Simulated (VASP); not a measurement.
# GaN (F-43m) in VASP: settings compared

Aim: see how the results for GaN move with the level of theory and the settings. Levels: r2SCAN, LDA, HSE06, PBE0. Tasks: single point.

All numbers are computed with VASP 6.6.1; they aren't measurements. Logs are shortened: lines on timing, memory, paths and dates and some standing lists are left out, and cuts for length are marked.

## Step 1: The cell of the first run

Symmetry: F-43m, No. 216, cubic system. Conventional cell: a = 4.498 Å, b = 4.498 Å, c = 4.498 Å, α = 90.00°, β = 90.00°, γ = 90.00°. Ga (site symmetry -43m) has 4 N at 1.95 Å within 2.6 Å. N (site symmetry -43m) has 4 Ga at 1.95 Å within 2.6 Å.

## Step 2: Single point, r2SCAN

POSCAR reads:

```
GaN
1.0
    0.0000000000      2.2489526313      2.2489526313
    2.2489526313      0.0000000000      2.2489526313
    2.2489526313      2.2489526313      0.0000000000
Ga N
1 1
Direct
    0.0000000000      0.0000000000      0.0000000000
    0.7500000000      0.7500000000      0.7500000000
```

INCAR.step1 reads:

```
  PREC = Accurate
  ENCUT = 910
  ISMEAR = -1
  SIGMA = 0.02
  LREAL = F
  LASPH = T
  NELM = 120
  NBANDS = 16
  GGA = PE
  ALGO = Normal
  EDIFF = 1E-5
  LWAVE = T
  LCHARG = F
  GGA_COMPAT = F
```

INCAR.step2 reads:

```
  PREC = Accurate
  ENCUT = 910
  EDIFF = 1E-6
  ISMEAR = -1
  SIGMA = 0.02
  LREAL = F
  LASPH = T
  NELM = 120
  ALGO = Normal
  ISIF = 2
  LWAVE = F
  LCHARG = F
  METAGGA = R2SCAN
  LMIXTAU = T
  NBANDS = 16
  ISTART = 1
  GGA_COMPAT = F
```

KPOINTS reads:

```
regular mesh
0
Gamma
  8 8 8
```

Potentials or basis: VASP PAW PBE potentials, release 64 (Ga_d, N_h).

Run with:

```console
> cat potpaw_PBE.64/Ga_d/POTCAR potpaw_PBE.64/N_h/POTCAR > POTCAR
> cp INCAR.step1 INCAR
> mpirun -np 1 vasp_std > vasp.out
> cp INCAR.step2 INCAR
> mpirun -np 1 vasp_std > vasp.out
```

OUTCAR:

```text
PREC = Accurate
   ENCUT = 910
   EDIFF = 1E-6
   ISMEAR = -1
   LREAL = F
   LASPH = T
   NELM = 120
   ISIF = 2
   METAGGA = R2SCAN
   ISTART = 1

 ion  position               nearest neighbor table
   1  0.000  0.000  0.000-   2 1.95   2 1.95   2 1.95   2 1.95
   2  0.750  0.750  0.750-   1 1.95   1 1.95   1 1.95   1 1.95

  LATTYP: Found a face centered cubic cell.
 ALAT       =     4.4979052626

  Lattice vectors:

 A1 = (   0.0000000000,   2.2489526313,   2.2489526313)
 A2 = (   2.2489526313,   0.0000000000,   2.2489526313)
 A3 = (   2.2489526313,   2.2489526313,   0.0000000000)

Analysis of symmetry for initial positions (statically):
=====================================================================
 Subroutine PRICEL returns:
 Original cell was already a primitive cell.

 Routine SETGRP: Setting up the symmetry group for a
 face centered cubic supercell.

 Subroutine GETGRP returns: Found 24 space group operations
 (whereof 24 operations were pure point group operations)
 out of a pool of 48 trial point group operations.

The static configuration has the point symmetry T_d .

Analysis of symmetry for dynamics (positions and initial velocities):
=====================================================================
 Subroutine PRICEL returns:
 Original cell was already a primitive cell.

 Routine SETGRP: Setting up the symmetry group for a
 face centered cubic supercell.

 Subroutine GETGRP returns: Found 24 space group operations
 (whereof 24 operations were pure point group operations)
 out of a pool of 48 trial point group operations.

The dynamic configuration has the point symmetry T_d .

 Subroutine INISYM returns: Found 24 space group operations
 (whereof 24 operations are pure point group operations),
 and found     1 'primitive' translations

----------------------------------------------------------------------------------------

                                     Primitive cell

  volume of cell :      22.7495

  direct lattice vectors                    reciprocal lattice vectors
     0.000000000  2.248952631  2.248952631    -0.222325714  0.222325714  0.222325714
     2.248952631  0.000000000  2.248952631     0.222325714 -0.222325714  0.222325714
     2.248952631  2.248952631  0.000000000     0.222325714  0.222325714 -0.222325714

  length of vectors
     3.180499312  3.180499312  3.180499312     0.385079433  0.385079433  0.385079433

  position of ions in fractional coordinates (direct lattice)
     0.000000000  0.000000000  0.000000000
     0.750000000  0.750000000  0.750000000

  ion indices of the primitive-cell ions
   primitive index   ion index
                 1           1
                 2           2

----------------------------------------------------------------------------------------

 KPOINTS: regular mesh

Automatic generation of k-mesh.
 Grid dimensions read from file:
 generate k-points for:    8    8    8

 Generating k-lattice:

  Cartesian coordinates                     Fractional coordinates (reciprocal lattice)
    -0.027790714  0.027790714  0.027790714     0.125000000  0.000000000  0.000000000
     0.027790714 -0.027790714  0.027790714     0.000000000  0.125000000  0.000000000
     0.027790714  0.027790714 -0.027790714     0.000000000  0.000000000  0.125000000

  Length of vectors
     0.048134929  0.048134929  0.048134929

  Shift w.r.t. Gamma in fractional coordinates (k-lattice)
     0.000000000  0.000000000  0.000000000

 Subroutine IBZKPT returns following result:
 ===========================================

 Found     29 irreducible k-points:

 Following reciprocal coordinates:
            Coordinates               Weight
  0.000000  0.000000  0.000000      1.000000
  0.125000  0.000000  0.000000      8.000000
  0.250000  0.000000  0.000000      8.000000
  0.375000  0.000000  0.000000      8.000000
  0.500000  0.000000  0.000000      4.000000
  0.125000  0.125000  0.000000      6.000000
[... 16 lines left out ...]
  0.500000  0.250000  0.125000     48.000000
 -0.375000  0.250000  0.125000     24.000000
 [... further k-points ...]
   k-points           NKPTS =     29   k-points in BZ     NKDIM =     29   number of bands    NBANDS=     16
   number of dos      NEDOS =    301   number of ions     NIONS =      2
   total plane-waves  NPLWV =  32768
   dimension x,y,z NGX =    32 NGY =   32 NGZ =   32
   dimension x,y,z NGXF=    64 NGYF=   64 NGZF=   64
   ions per type =               1   1
   NGX,Y,Z   is equivalent  to a cutoff of  16.73, 16.73, 16.73 a.u.
   NGXF,Y,Z  is equivalent  to a cutoff of  33.45, 33.45, 33.45 a.u.
 SYSTEM =  unknown system
   PREC   = accura    normal or accurate (medium, high low for compatibility)
   ISTART =      1    job   : 0-new  1-cont  2-samecut
   ICHARG =      0    charge: 1-file 2-atom 10-const
   ISPIN  =      1    spin polarized calculation?
   LNONCOLLINEAR =      F non collinear calculations
   LSORBIT =      F    spin-orbit coupling
   LASPH  =      T    aspherical Exc in radial PAW
   ENCUT  =  910.0 eV  66.88 Ry    8.18 a.u.   7.82  7.82  7.82*2*pi/ulx,y,z
   NELM   =    120;   NELMIN=  2; NELMDL=  0     # of ELM steps
   EDIFF  = 0.1E-05   stopping-criterion for ELM
   LREAL  =      F    real-space projection
   EDIFFG = 0.1E-04   stopping-criterion for IOM
   NSW    =      0    number of steps for IOM
   IBRION =     -1    ionic relax: 0-MD 1-quasi-New 2-CG
   NFREE  =      0    steps in history (QN), initial steepest desc. (CG)
   ISIF   =      2    stress and relaxation
   ISYM   =      2    0-nonsym 1-usesym 2-fastsym
   POTIM  = 0.5000    time-step for ionic-motion
   TEBEG  =    0.0;   TEEND  =   0.0 temperature during run
   PSTRESS=    0.0 pullay stress
   NELECT =      18.0000    total number of electrons
   NUPDOWN=      -1.0000    fix difference up-down
   EMIN   =  10.00;   EMAX   =-10.00  energy-range for DOS
   EFERMI =   0.00;   METHOD = LEGACY
   ISMEAR =    -1;   SIGMA  =   0.02  broadening in eV -4-tet -1-fermi 0-gaus
   EFERMI_NEDOS =   21; number of points for ismear=-14 and -15
   IALGO  =     38    algorithm
   IMIX   =      4    mixing-type and parameters
     AMIX     =   0.40;   BMIX     =  1.00
     AMIX_MAG =   1.60;   BMIX_MAG =  1.00
  volume/ion in A,a.u.               =      11.37        76.76
  Fermi-wavevector in a.u.,A,eV,Ry     =   1.514173  2.861371 31.194328  2.292718
  Thomas-Fermi vector in A             =   2.623866
   LORBIT       =      0    0 simple, 1 ext, 2 COOP (PROOUT), +10 PAW based schemes
   METAGGA = R2SCAN    functional components
   LHFCALC =     F    Hartree Fock is set to
   AEXX    =    0.0000 exact exchange contribution
   IVDW    =     0    specifies the selected vdW correction
   LEPSILON=     F    determine dielectric tensor
   LRPA    =     F    only Hartree local field effects (RPA)
 non-spin polarized calculation
  energy-cutoff  :      910.00
  volume of cell :       22.75
 maximum number of plane-waves:      1428
   NGX = 15   NGY = 15   NGZ = 15

 number of electron      18.0000002 magnetization

 Free energy of the ion-electron system (eV)
  ---------------------------------------------------
  ext. energy  EPLUGINS =         0.00000000
  ---------------------------------------------------
  free energy    TOTEN  =       -21.89584604 eV

  energy without entropy =      -21.89584604  energy(sigma->0) =      -21.89584604

 E-fermi :   5.8386     XC(G=0): -12.6631

 val. band max:        5.3809601886   @ k =   0.0000   0.0000   0.0000
 cond. band min:       7.5376843511   @ k =   0.0000   0.0000   0.0000
 fundamental gap:      2.1567241625
 Fermi energy:         5.8385655156

 k-point     1 :       0.0000    0.0000    0.0000
  band No.  band energies     occupation
      1     -11.4050      2.00000
      2      -8.4559      2.00000
      3      -8.4558      2.00000
      4      -8.4558      2.00000
      5      -8.0985      2.00000
      6      -8.0985      2.00000
[... 8 lines left out ...]
     15      25.1563      0.00000
     16      25.1563      0.00000

 k-point     2 :       0.1250    0.0000    0.0000
  band No.  band energies     occupation
      1     -11.2338      2.00000
      2      -8.4340      2.00000
      3      -8.4340      2.00000
      4      -8.3901      2.00000
      5      -8.1000      2.00000
      6      -8.1000      2.00000
[... 8 lines left out ...]
     15      23.4234      0.00000
     16      23.5500      0.00000

 k-point     3 :       0.2500    0.0000    0.0000
  band No.  band energies     occupation
      1     -10.8392      2.00000
      2      -8.3900      2.00000
      3      -8.3900      2.00000
      4      -8.0982      2.00000
      5      -8.0938      2.00000
      6      -8.0938      2.00000
[... 8 lines left out ...]
     15      23.0538      0.00000
     16      23.0538      0.00000

 k-point     4 :       0.3750    0.0000    0.0000
  band No.  band energies     occupation
      1     -10.5112      2.00000
      2      -8.3630      2.00000
      3      -8.3630      2.00000
      4      -8.0689      2.00000
      5      -8.0689      2.00000
      6      -7.4535      2.00000
[... 8 lines left out ...]
     15      24.6188      0.00000
     16      24.6188      0.00000

 k-point     5 :       0.5000    0.0000    0.0000
  band No.  band energies     occupation
      1     -10.4053      2.00000
      2      -8.3573      2.00000
      3      -8.3573      2.00000
      4      -8.0525      2.00000
      5      -8.0525      2.00000
      6      -6.9717      2.00000
[... 8 lines left out ...]
     15      26.1881      0.00000
     16      26.1881      0.00000

 k-point     6 :       0.1250    0.1250    0.0000
  band No.  band energies     occupation
      1     -11.1778      2.00000
      2      -8.4135      2.00000
      3      -8.4135      2.00000
      4      -8.3961      2.00000
      5      -8.1128      2.00000
      6      -8.0867      2.00000
[... 8 lines left out ...]
     15      26.1576      0.00000
     16      26.2766      0.00000

 k-point     7 :       0.2500    0.1250    0.0000
  band No.  band energies     occupation
      1     -10.8610      2.00000
      2      -8.3844      2.00000
      3      -8.3653      2.00000
      4      -8.2272      2.00000
      5      -8.0744      2.00000
      6      -8.0724      2.00000
[... 8 lines left out ...]
     15      25.1421      0.00000
     16      25.3146      0.00000

 k-point     8 :       0.3750    0.1250    0.0000
  band No.  band energies     occupation
      1     -10.5248      2.00000
      2      -8.3587      2.00000
      3      -8.3308      2.00000
      4      -8.1409      2.00000
      5      -8.0559      2.00000
      6      -7.5781      2.00000
[... 8 lines left out ...]
     15      24.5202      0.00000
     16      26.0070      0.00000

 k-point     9 :       0.5000    0.1250    0.0000
  band No.  band energies     occupation
      1     -10.3688      2.00000
      2      -8.3519      2.00000
      3      -8.3232      2.00000
      4      -8.0951      2.00000
      5      -8.0507      2.00000
      6      -6.9303      2.00000
[... 8 lines left out ...]
     15      25.0843      0.00000
     16      26.5499      0.00000
[... 172 lines left out ...]
 k-point    19 :       0.5000    0.3750    0.0000
  band No.  band energies     occupation
      1     -10.2186      2.00000
      2      -8.3215      2.00000
      3      -8.1688      2.00000
      4      -8.1611      2.00000
      5      -8.0299      2.00000
      6      -6.6746      2.00000
[... 8 lines left out ...]
     15      28.8627      0.00000
     16      29.6820      0.00000

 k-point    20 :      -0.3750    0.3750    0.0000
  band No.  band energies     occupation
      1     -10.2117      2.00000
      2      -8.3168      2.00000
      3      -8.1828      2.00000
      4      -8.1691      2.00000
      5      -8.0581      2.00000
      6      -6.4223      2.00000
[... 8 lines left out ...]
     15      26.9671      0.00000
     16      29.5956      0.00000

 k-point    21 :       0.5000    0.5000    0.0000
  band No.  band energies     occupation
      1     -10.1943      2.00000
      2      -8.3419      2.00000
      3      -8.1329      2.00000
      4      -8.1329      2.00000
      5      -8.0179      2.00000
      6      -6.5932      2.00000
[... 8 lines left out ...]
     15      28.2475      0.00000
     16      30.8124      0.00000

 k-point    22 :       0.3750    0.2500    0.1250
  band No.  band energies     occupation
      1     -10.5821      2.00000
      2      -8.3424      2.00000
      3      -8.3224      2.00000
      4      -8.1868      2.00000
      5      -8.0700      2.00000
      6      -7.7559      2.00000
[... 8 lines left out ...]
     15      25.4651      0.00000
     16      27.8114      0.00000

 k-point    23 :       0.5000    0.2500    0.1250
  band No.  band energies     occupation
      1     -10.3623      2.00000
      2      -8.3313      2.00000
      3      -8.2880      2.00000
      4      -8.1499      2.00000
      5      -8.0635      2.00000
      6      -7.1059      2.00000
[... 8 lines left out ...]
     15      25.6253      0.00000
     16      27.5599      0.00000

 k-point    24 :      -0.3750    0.2500    0.1250
  band No.  band energies     occupation
      1     -10.2913      2.00000
      2      -8.3352      2.00000
      3      -8.2747      2.00000
      4      -8.1213      2.00000
      5      -8.0665      2.00000
      6      -6.6793      2.00000
[... 8 lines left out ...]
     15      25.1571      0.00000
     16      27.5299      0.00000

 [... further k-points ...]

------------------------ aborting loop because EDIFF is reached ----------------------------------------

  FORCE on cell =-STRESS in cart. coord.  units (eV):
  Direction    XX          YY          ZZ          XY          YZ          ZX
  --------------------------------------------------------------------------------------
  -------------------------------------------------------------------------------------
  Total        0.1382256      0.1382256      0.1382256     -0.0000000     -0.0000000      0.0000000
  in kB        9.7348236      9.7348236      9.7348236     -0.0000000     -0.0000000      0.0000000
  external PRESSURE =       9.7348236 kB  Pullay stress =       0.0000000 kB

 VOLUME and BASIS-vectors are now :
 -----------------------------------------------------------------------------
  energy-cutoff  :      910.00
  volume of cell :       22.75
      direct lattice vectors                 reciprocal lattice vectors
     0.000000000  2.248952631  2.248952631    -0.222325714  0.222325714  0.222325714
     2.248952631  0.000000000  2.248952631     0.222325714 -0.222325714  0.222325714
     2.248952631  2.248952631  0.000000000     0.222325714  0.222325714 -0.222325714

 POSITION                                       TOTAL-FORCE (eV/Angst)
 -----------------------------------------------------------------------------------
      0.00000      0.00000      0.00000         0.000000      0.000000      0.000000
      3.37343      3.37343      3.37343        -0.000000     -0.000000     -0.000000
 -----------------------------------------------------------------------------------
    total drift:                                0.000000      0.000000      0.000000

  FREE ENERGIE OF THE ION-ELECTRON SYSTEM (eV)
  ---------------------------------------------------
  free  energy   TOTEN  =       -21.8958460368 eV

  energy  without entropy=      -21.8958460368  energy(sigma->0) =      -21.89584604
```

Run time: 60 s. Hardware: 1 thread of AMD EPYC 9R45 (Zen 5), shared host; peak memory 0.17 GiB.

What came out:

```
Free energy            : -21.8958 eV
Pressure               : 1.0 GPa
Band gap on the k mesh : 2.16 eV, direct
```

Levels at points of the mesh, in eV from the valence-band top:
| k point | band 6 | band 7 | band 8 | band 9 | band 10 | band 11 | band 12 | band 13 |
| --- | --- | --- | --- | --- | --- | --- | --- | --- |
| (0.00, 0.00, 0.00) | -13.48 | 0.00 | 0.00 | 0.00 | 2.16 | 11.04 | 11.04 | 11.04 |
| (0.50, 0.00, 0.00) | -12.35 | -7.19 | -1.00 | -1.00 | 5.20 | 9.47 | 11.03 | 11.03 |
| (0.50, 0.50, 0.00) | -11.97 | -6.24 | -2.80 | -2.80 | 3.77 | 7.28 | 12.62 | 15.01 |

Caveat: the cutoff is under 1.25 times the usual one of these potentials, so pressure, stress and relaxed cells hold a basis-set (Pulay) error; the PAW data sets were made with another functional, which shifts forces and pressure a little. r2SCAN opens gaps a little over a GGA but as a rule still falls short of measured ones.

(Continued in part 2 of 3.)
